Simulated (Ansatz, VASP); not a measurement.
Zn8O7 in VASP and in Ansatz

```
CELL_PARAMETERS angstrom
6.50000 0.00000 0.00000
-3.25000 5.62917 0.00000
0.00000 0.00000 5.21000
ATOMIC_POSITIONS crystal
Zn 0.16882 0.32817 0.98798
Zn 0.33441 0.16662 0.50741
Zn 0.16136 0.83019 0.99961
Zn 0.34153 0.67195 0.49603
Zn 0.66594 0.33366 0.99778
Zn 0.82885 0.16364 0.50840
Zn 0.65214 0.83284 0.99554
Zn 0.83481 0.67274 0.49111
O 0.16654 0.33540 0.38160
O 0.32890 0.16666 0.87749
O 0.32335 0.66439 0.87664
O 0.67006 0.33793 0.38755
O 0.83705 0.17313 0.88818
O 0.66394 0.82979 0.38787
O 0.82727 0.66934 0.88235
```

Alike in both runs: task single point; functional PBE; k mesh 1 × 1 × 1; no spin polarisation.

|  | VASP | Ansatz |
| --- | --- | --- |
| version | VASP 6.6.1 | Ansatz development build ahead of 0.2.0 |
| potentials or method | VASP PAW PBE potentials, release 64 (Zn, O) | norm-conserving potentials, plane waves, scalar-relativistic |
| plane-wave cutoff (eV) | 520 | 1240 |
| occupations | gaussian, width 0.01 eV | fixed |

Ansatz gave:

| Item | Value |
| --- | --- |
| gap on the k mesh at the Fermi level (eV) | 3.10 |
| least direct gap on the mesh (eV) | 3.10 |

Q: What did VASP give for the same quantities?

A: gap on the k mesh at the Fermi level (eV): 3.05; least direct gap on the mesh (eV): 3.05.

The k mesh is coarse, so the values compare programs but aren't converged.
